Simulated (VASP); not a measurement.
**CoO: single point with PBE**

Crystal: CoO.

```
CELL_PARAMETERS angstrom
3.27786 0.00000 0.00000
-1.63893 2.83871 0.00000
0.00000 0.00000 5.96968
ATOMIC_POSITIONS crystal
Co 0.00000 0.50000 0.16667
Co 0.50000 0.50000 0.83333
Co 0.50000 0.00000 0.50000
O 0.50000 0.50000 0.33333
O 0.50000 0.00000 0.00000
O 0.00000 0.50000 0.66667
```

```json
{"Program": "VASP 6.6.1", "Task": "single point", "Functional": "PBE", "Potentials or basis": "VASP PAW PBE potentials, release 64 (Co, O)", "Cutoff": "520 eV", "k mesh": "6 × 6 × 4", "Occupations": "gaussian, width 0.1 eV", "Spin": "collinear spin, ferromagnetic start", "Starting moments": "[3.0, 3.0, 3.0, 0.0, 0.0, 0.0] μB"}
```

```
Pressure                                              : 1.7 GPa
Net moment                                            : 2.18 μB per cell
Site moments                                          : Co +0.66; O +0.05 μB
Valence electrons inside the program's atomic spheres : Co 8.25; O 4.97
```

Stress tensor (GPa, compression positive):
```
1.30 0.00 0.00
0.00 1.30 0.00
0.00 0.00 2.36
```

Levels at points of the mesh, in eV from the Fermi level:
Spin up:
```
           k point  band 21  band 22  band 23  band 24  band 25  band 26  band 27  band 28
(0.00, 0.00, 0.00)    -0.56     0.02     0.30     0.30     1.01     1.28     1.28     1.85
(0.50, 0.00, 0.00)    -0.92    -0.86    -0.17    -0.02     0.12     0.27     0.80     6.06
(0.00, 0.00, 0.50)    -0.26     0.38     0.38     0.38     0.50     0.50     1.25     3.47
(0.50, 0.00, 0.50)    -0.95    -0.88    -0.57    -0.30     0.05     0.32     0.87     6.18
```
Spin down:
```
           k point  band 20  band 21  band 22  band 23  band 24  band 25
(0.00, 0.00, 0.00)     0.10     0.10     0.79     0.96     0.96     1.63
(0.50, 0.00, 0.00)    -0.49    -0.32    -0.25     0.36     0.62     0.84
(0.00, 0.00, 0.50)    -0.66     0.21     1.12     1.14     1.14     1.18
(0.50, 0.00, 0.50)    -0.79    -0.41    -0.40     0.12     0.38     0.81
```

Run time: 70 s on 1 thread of Intel(R) Xeon(R) Platinum 8488C (Sapphire Rapids), with other jobs on the host, peak memory 0.21 GiB.

Caveat: the k points lie up to 0.37 Å⁻¹ apart; semilocal functionals often make such compounds metallic where correlation or magnetic order opens a gap, which also shifts bond lengths. With open d or f shells a metallic result of PBE can be an artefact of self-interaction; +U or a hybrid may open a gap.
